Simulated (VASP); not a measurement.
The system is NiO.

```xyz
4
Lattice="0.0000 2.0913 2.0913 2.0913 0.0000 2.0913 4.1826 4.1826 0.0000" Properties=species:S:1:pos:R:3 pbc="T T T"
Ni    0.0000    0.0000    0.0000
Ni    2.0913    2.0913    0.0000
O     2.0913    2.0913    2.0913
O     4.1826    4.1826    2.0913
```

Base run:

| Quantity | Value |
| --- | --- |
| Program | VASP 6.6.1 |
| Functional | LDA |
| Potentials or basis | VASP PAW LDA potentials, release 64 (Ni, O) |
| Cutoff | 520 eV |
| k mesh | 8 × 8 × 8 |
| Occupations | gaussian, width 0.05 eV |
| Spin | no spin polarisation |
| Hubbard terms | Ni d U = 4.0 eV |

Its results: band gap on the k mesh zero (band 16 reaches 7.25 eV, above the bottom of band 17 at 6.77 eV); pressure -26.7 GPa.

Q: The run is repeated on the same cell with these changes: spin from no spin polarisation to collinear spin, antiferromagnetic start; further incar settings from ALGO = Normal; EDIFF = 1e-07; NBANDS = 24 to ALGO = Normal; EDIFF = 1e-06; NBANDS = 28. What comes out?

A: Band gap on the k mesh 2.20 eV; pressure -18.3 GPa; net moment 0.00 μB per cell; site moments Ni +1.56, -1.56; O +0.00 μB.

Caveats: U without spin polarisation on a metal has little footing (some runs).

A k mesh can miss the band edges.
